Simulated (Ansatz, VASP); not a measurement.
## BaZrO3: VASP beside Ansatz

```
Ba Zr O
1.0
     4.40123    0.00000    0.00000
     0.00000    4.40123    0.00000
     0.00000    0.00000    5.06741
Ba Zr O
1 1 3
Direct
  0.00000 0.00000 0.00000
  0.50000 0.50000 0.00000
  0.00000 0.00000 0.50000
  0.50000 0.50000 0.69657
  0.50000 0.50000 0.30343
```

Alike in both runs: task single point; functional PBE; k mesh 4 × 4 × 4; occupations gaussian, width 0.1 eV; no spin polarisation.

|  | VASP | Ansatz |
| --- | --- | --- |
| version | VASP 6.6.1 | Ansatz 0.2.0 |
| potentials or method | VASP PAW PBE potentials, release 64 (Ba_sv, Zr_sv, O), cutoff 520 eV | scalar-relativistic, plane waves, PAW |
| valence electrons in the cell | 40 | 40 |

|  | VASP | Ansatz | Ansatz less VASP |
| --- | --- | --- | --- |
| gap on the k mesh at the Fermi level (eV) | none | none | - |
| rms of the force components (eV/Å) | 7.059 | 6.774 | -0.2853 |

Atom by atom the forces differ by 0.285 eV/Å (rms over components). A gap of «none» marks a metal or a gap that the smearing closes.

Neither program's run includes spin-orbit coupling.
